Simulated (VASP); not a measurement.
# GaAs (F-43m) in VASP: relaxation of cell and atoms with LDA

Aim: the relaxation of cell and atoms of GaAs with LDA.

Program: VASP 6.6.1. These are calculated values, not measurements. Logs are shortened: lines on timing, memory, paths and dates and some standing lists are left out, and cuts for length are marked.

## 1. The cell of the first run

The structure is cubic, space group F-43m (No. 216). Conventional cell: a = 5.750 Å, b = 5.750 Å, c = 5.750 Å, α = 90.00°, β = 90.00°, γ = 90.00°. Ga (site symmetry -43m) has 4 As at 2.49 Å within 3.3 Å. As (site symmetry -43m) has 4 Ga at 2.49 Å within 3.3 Å.

## 2. Relaxation of cell and atoms, LDA

Contents of INCAR:

```
SYSTEM = GaAs
PREC     = Accurate       ! precision mode
ENCUT    = 600            ! plane-wave cutoff, eV
EDIFF    = 1E-6           ! SCF threshold, eV
ISMEAR   = 0              ! smearing method
SIGMA    = 0.1            ! smearing width, eV
LREAL    = .FALSE.        ! projectors in reciprocal space
LASPH    = .TRUE.         ! aspherical terms in the spheres
NELM     = 80             ! most SCF steps
ALGO     = Normal         ! electronic algorithm
ISIF     = 3              ! what is computed and relaxed
LWAVE    = .FALSE.        ! write WAVECAR
LCHARG   = .FALSE.        ! write CHGCAR
IBRION   = 2              ! ionic algorithm
NSW      = 100            ! ionic steps
EDIFFG   = -0.002         ! ionic threshold
```

Contents of KPOINTS:

```
Automatic mesh
0
G
  10 10 10
  0 0 0
```

Contents of POSCAR:

```
GaAs
1.0
    0.0000000000      2.8750910500      2.8750910500
    2.8750910500      0.0000000000      2.8750910500
    2.8750910500      2.8750910500      0.0000000000
Ga As
1 1
Direct
    0.0000000000      0.0000000000      0.0000000000
    0.7500000000      0.7500000000      0.7500000000
```

Potentials or basis: VASP PAW LDA potentials, release 64 (Ga_d, As).

The run is started by

```console
> cat potpaw_LDA.64/Ga_d/POTCAR potpaw_LDA.64/As/POTCAR > POTCAR
> mpirun -np 1 vasp_std > vasp.out
```

OUTCAR:

```text
SYSTEM = GaAs
   PREC = Accurate
   ENCUT = 600
   EDIFF = 1E-6
   ISMEAR = 0
   LREAL = .FALSE.
   LASPH = .TRUE.
   NELM = 80
   ISIF = 3
   IBRION = 2
   NSW = 100
   EDIFFG = -0.002

 ion  position               nearest neighbor table
   1  0.000  0.000  0.000-   2 2.49   2 2.49   2 2.49   2 2.49
   2  0.750  0.750  0.750-   1 2.49   1 2.49   1 2.49   1 2.49

  LATTYP: Found a face centered cubic cell.
 ALAT       =     5.7501821000

  Lattice vectors:

 A1 = (   0.0000000000,   2.8750910500,   2.8750910500)
 A2 = (   2.8750910500,   0.0000000000,   2.8750910500)
 A3 = (   2.8750910500,   2.8750910500,   0.0000000000)

Analysis of symmetry for initial positions (statically):
=====================================================================
 Subroutine PRICEL returns:
 Original cell was already a primitive cell.

 Routine SETGRP: Setting up the symmetry group for a
 face centered cubic supercell.

 Subroutine GETGRP returns: Found 24 space group operations
 (whereof 24 operations were pure point group operations)
 out of a pool of 48 trial point group operations.

The static configuration has the point symmetry T_d .

Analysis of symmetry for dynamics (positions and initial velocities):
=====================================================================
 Subroutine PRICEL returns:
 Original cell was already a primitive cell.

 Routine SETGRP: Setting up the symmetry group for a
 face centered cubic supercell.

 Subroutine GETGRP returns: Found 24 space group operations
 (whereof 24 operations were pure point group operations)
 out of a pool of 48 trial point group operations.

The dynamic configuration has the point symmetry T_d .

 Subroutine INISYM returns: Found 24 space group operations
 (whereof 24 operations are pure point group operations),
 and found     1 'primitive' translations

----------------------------------------------------------------------------------------

                                     Primitive cell

  volume of cell :      47.5319

  direct lattice vectors                    reciprocal lattice vectors
     0.000000000  2.875091050  2.875091050    -0.173907536  0.173907536  0.173907536
     2.875091050  0.000000000  2.875091050     0.173907536 -0.173907536  0.173907536
     2.875091050  2.875091050  0.000000000     0.173907536  0.173907536 -0.173907536

  length of vectors
     4.065992756  4.065992756  4.065992756     0.301216688  0.301216688  0.301216688

  position of ions in fractional coordinates (direct lattice)
     0.000000000  0.000000000  0.000000000
     0.750000000  0.750000000  0.750000000

  ion indices of the primitive-cell ions
   primitive index   ion index
                 1           1
                 2           2

----------------------------------------------------------------------------------------

 KPOINTS: Automatic mesh

Automatic generation of k-mesh.
 Grid dimensions read from file:
 generate k-points for:   10   10   10

 Generating k-lattice:

  Cartesian coordinates                     Fractional coordinates (reciprocal lattice)
    -0.017390754  0.017390754  0.017390754     0.100000000  0.000000000  0.000000000
     0.017390754 -0.017390754  0.017390754     0.000000000  0.100000000  0.000000000
     0.017390754  0.017390754 -0.017390754     0.000000000  0.000000000  0.100000000

  Length of vectors
     0.030121669  0.030121669  0.030121669

  Shift w.r.t. Gamma in fractional coordinates (k-lattice)
     0.000000000  0.000000000  0.000000000

 Subroutine IBZKPT returns following result:
 ===========================================

 Found     47 irreducible k-points:

 Following reciprocal coordinates:
            Coordinates               Weight
  0.000000  0.000000  0.000000      1.000000
  0.100000  0.000000  0.000000      8.000000
  0.200000  0.000000  0.000000      8.000000
  0.300000  0.000000  0.000000      8.000000
  0.400000  0.000000  0.000000      8.000000
  0.500000  0.000000  0.000000      4.000000
[... 16 lines left out ...]
  0.300000  0.300000  0.000000      6.000000
  0.400000  0.300000  0.000000     24.000000
 [... further k-points ...]
   k-points           NKPTS =     47   k-points in BZ     NKDIM =     47   number of bands    NBANDS=     13
   number of dos      NEDOS =    301   number of ions     NIONS =      2
   total plane-waves  NPLWV =  32768
   dimension x,y,z NGX =    32 NGY =   32 NGZ =   32
   dimension x,y,z NGXF=    64 NGYF=   64 NGZF=   64
   ions per type =               1   1
   NGX,Y,Z   is equivalent  to a cutoff of  13.08, 13.08, 13.08 a.u.
   NGXF,Y,Z  is equivalent  to a cutoff of  26.17, 26.17, 26.17 a.u.
 SYSTEM =  GaAs
   PREC   = accura    normal or accurate (medium, high low for compatibility)
   ISTART =      0    job   : 0-new  1-cont  2-samecut
   ICHARG =      2    charge: 1-file 2-atom 10-const
   ISPIN  =      1    spin polarized calculation?
   LNONCOLLINEAR =      F non collinear calculations
   LSORBIT =      F    spin-orbit coupling
   LASPH  =      T    aspherical Exc in radial PAW
   ENCUT  =  600.0 eV  44.10 Ry    6.64 a.u.   8.12  8.12  8.12*2*pi/ulx,y,z
   NELM   =     80;   NELMIN=  2; NELMDL= -5     # of ELM steps
   EDIFF  = 0.1E-05   stopping-criterion for ELM
   LREAL  =      F    real-space projection
   EDIFFG = -.2E-02   stopping-criterion for IOM
   NSW    =    100    number of steps for IOM
   IBRION =      2    ionic relax: 0-MD 1-quasi-New 2-CG
   NFREE  =      1    steps in history (QN), initial steepest desc. (CG)
   ISIF   =      3    stress and relaxation
   ISYM   =      2    0-nonsym 1-usesym 2-fastsym
   POTIM  = 0.5000    time-step for ionic-motion
   TEBEG  =    0.0;   TEEND  =   0.0 temperature during run
   PSTRESS=    0.0 pullay stress
   NELECT =      18.0000    total number of electrons
   NUPDOWN=      -1.0000    fix difference up-down
   EMIN   =  10.00;   EMAX   =-10.00  energy-range for DOS
   EFERMI =   0.00;   METHOD = LEGACY
   ISMEAR =     0;   SIGMA  =   0.10  broadening in eV -4-tet -1-fermi 0-gaus
   EFERMI_NEDOS =   21; number of points for ismear=-14 and -15
   IALGO  =     38    algorithm
   IMIX   =      4    mixing-type and parameters
     AMIX     =   0.40;   BMIX     =  1.00
     AMIX_MAG =   1.60;   BMIX_MAG =  1.00
  volume/ion in A,a.u.               =      23.77       160.38
  Fermi-wavevector in a.u.,A,eV,Ry     =   1.184415  2.238221 19.086796  1.402840
  Thomas-Fermi vector in A             =   2.320630
   LORBIT       =      0    0 simple, 1 ext, 2 COOP (PROOUT), +10 PAW based schemes
   GGA     = CA    functional components
   LHFCALC =     F    Hartree Fock is set to
   AEXX    =    0.0000 exact exchange contribution
   IVDW    =     0    specifies the selected vdW correction
   LEPSILON=     F    determine dielectric tensor
   LRPA    =     F    only Hartree local field effects (RPA)
 conjugate gradient relaxation of ions
 non-spin polarized calculation
 Gauss-broadening in eV      SIGMA  =   0.10
  energy-cutoff  :      600.00
  volume of cell :       47.53
 maximum number of plane-waves:      1604
   NGX = 17   NGY = 17   NGZ = 17

--------------------------------------- Ionic step        1  -------------------------------------------

 number of electron      17.9999994 magnetization

 Free energy of the ion-electron system (eV)
  ---------------------------------------------------
  ext. energy  EPLUGINS =         0.00000000
  ---------------------------------------------------
  free energy    TOTEN  =        -9.58958709 eV

  energy without entropy =       -9.58938597  energy(sigma->0) =       -9.58948653

 E-fermi :   3.3726     XC(G=0):  -9.6907

 val. band max:        3.3289209890   @ k =   0.0000   0.0000   0.0000
 cond. band min:       4.0550688550   @ k =   0.5000   0.0000   0.0000
 fundamental gap:      0.7261478661
 Fermi energy:         3.3726063516

 k-point     1 :       0.0000    0.0000    0.0000
  band No.  band energies     occupation
      1     -11.5131      2.00000
      2     -11.5131      2.00000
      3     -11.5131      2.00000
      4     -11.4465      2.00000
      5     -11.4465      2.00000
      6      -9.0840      2.00000
      7       3.2888      1.76387
      8       3.3289      1.46330
      9       3.3289      1.46330
     10       3.3289      1.46330
     11       6.9868      0.00000
     12       6.9868      0.00000
[... 863 lines left out ...]
  FREE ENERGIE OF THE ION-ELECTRON SYSTEM (eV)
  ---------------------------------------------------
  free  energy   TOTEN  =        -9.6416053130 eV

  energy  without entropy=       -9.6416049947  energy(sigma->0) =       -9.64160515

[... ionic steps 4 to 17 ...]

--------------------------------------- Ionic step       18  -------------------------------------------

 number of electron      18.0000006 magnetization

------------------------ aborting loop because EDIFF is reached ----------------------------------------

  FORCE on cell =-STRESS in cart. coord.  units (eV):
  Direction    XX          YY          ZZ          XY          YZ          ZX
  --------------------------------------------------------------------------------------
  -------------------------------------------------------------------------------------
  Total       -0.0157792     -0.0157792     -0.0157792     -0.0000000     -0.0000000     -0.0000000
  in kB       -0.5722201     -0.5722201     -0.5722201     -0.0000000     -0.0000000     -0.0000000
  external PRESSURE =      -0.5722201 kB  Pullay stress =       0.0000000 kB
[... 57 lines left out ...]
  energy  without entropy=       -9.6416013673  energy(sigma->0) =       -9.64160155

--------------------------------------- Ionic step       20  -------------------------------------------

 number of electron      18.0000006 magnetization

 Free energy of the ion-electron system (eV)
  ---------------------------------------------------
  ext. energy  EPLUGINS =         0.00000000
  ---------------------------------------------------
  free energy    TOTEN  =        -9.64160300 eV

  energy without entropy =       -9.64160265  energy(sigma->0) =       -9.64160283

 E-fermi :   4.2790     XC(G=0): -10.0119

 val. band max:        4.0176686846   @ k =   0.0000   0.0000   0.0000
 cond. band min:       4.5198613196   @ k =   0.0000   0.0000   0.0000
 fundamental gap:      0.5021926350
 Fermi energy:         4.2789867877

 k-point     1 :       0.0000    0.0000    0.0000
  band No.  band energies     occupation
      1     -10.9532      2.00000
      2     -10.9532      2.00000
      3     -10.9532      2.00000
      4     -10.8695      2.00000
      5     -10.8695      2.00000
      6      -8.9102      2.00000
      7       4.0177      1.99978
      8       4.0177      1.99978
      9       4.0177      1.99978
     10       4.5199      0.00066
     11       7.6971      0.00000
     12       7.6971      0.00000
[... 398 lines left out ...]
  FREE ENERGIE OF THE ION-ELECTRON SYSTEM (eV)
  ---------------------------------------------------
  free  energy   TOTEN  =        -9.6416030024 eV

  energy  without entropy=       -9.6416026488  energy(sigma->0) =       -9.64160283

 reached required accuracy - stopping structural energy minimisation
```

It took 4.8 min on 1 thread of AMD EPYC 7R13, shared host; peak memory 0.16 GiB.

What came out:

* Free energy: -9.6416 eV
* Relaxed volume: 22.09 Å³/atom
* Relaxed cell: a = 3.968 Å, b = 3.968 Å, c = 3.968 Å, α = 60.00°, β = 60.00°, γ = 60.00°
* Space group after relaxing (to 0.1 Å): F-43m (No. 216)
* Energy gained by relaxing: 26.0 meV/atom
* Ionic steps: 20
* Pressure after relaxing: 0.0 GPa
* Band gap on the k mesh: 0.50 eV

The path:
| step | energy change (eV) | largest force (eV/Å) | pressure (GPa) | volume (Å³) |
| --- | --- | --- | --- | --- |
| 1 | 0.0000 | 0.0000 | -4.59 | 47.53 |
| 2 | -0.0447 | 0.0000 | 2.09 | 43.00 |
| 3 | -0.0520 | 0.0000 | 0.03 | 44.15 |
| 4 | -0.0520 | 0.0000 | -0.15 | 44.21 |
| 5 | -0.0520 | 0.0000 | -0.06 | 44.21 |
| 6 | -0.0520 | 0.0000 | -0.10 | 44.21 |
| 7 | -0.0520 | 0.0000 | -0.09 | 44.21 |
| 8 | -0.0520 | 0.0000 | -0.09 | 44.21 |
| 9 | -0.0520 | 0.0000 | -0.09 | 44.21 |
| 10 | -0.0520 | 0.0000 | -0.10 | 44.20 |
| 11 | -0.0520 | 0.0000 | -0.03 | 44.20 |
| 12 | -0.0520 | 0.0000 | -0.08 | 44.20 |
| 13 | -0.0520 | 0.0000 | -0.02 | 44.19 |
| 14 | -0.0520 | 0.0000 | -0.07 | 44.19 |
| 15 | -0.0520 | 0.0000 | -0.07 | 44.19 |
| 16 | -0.0520 | 0.0000 | 0.02 | 44.18 |
| 17 | -0.0520 | 0.0000 | -0.03 | 44.18 |
| 18 | -0.0520 | 0.0000 | -0.06 | 44.18 |
| 19 | -0.0520 | 0.0000 | -0.05 | 44.18 |
| 20 | -0.0520 | 0.0000 | 0.01 | 44.17 |

Final structure:
```cif
data_structure
_symmetry_space_group_name_H-M 'P 1'
_symmetry_Int_Tables_number 1
_cell_length_a 3.9679
_cell_length_b 3.9679
_cell_length_c 3.9679
_cell_angle_alpha 60.000
_cell_angle_beta 60.000
_cell_angle_gamma 60.000
_cell_volume 44.17
loop_
_atom_site_label
_atom_site_type_symbol
_atom_site_fract_x
_atom_site_fract_y
_atom_site_fract_z
_atom_site_occupancy
Ga1 Ga 0.00000 0.00000 0.00000 1
As1 As 0.75000 0.75000 0.75000 1
```

Levels at points of the mesh, in eV from the valence-band top:
| k point | band 7 | band 8 | band 9 | band 10 | band 11 | band 12 |
| --- | --- | --- | --- | --- | --- | --- |
| (0.00, 0.00, 0.00) | 0.00 | 0.00 | 0.00 | 0.50 | 3.68 | 3.68 |
| (0.50, 0.00, 0.00) | -6.82 | -1.18 | -1.18 | 0.93 | 4.59 | 4.59 |
| (0.50, 0.50, 0.00) | -6.98 | -2.77 | -2.77 | 1.30 | 1.54 | 10.22 |

Caveat: semilocal functionals underestimate gaps, and a narrow one can read as zero. A k mesh can miss the band edges.
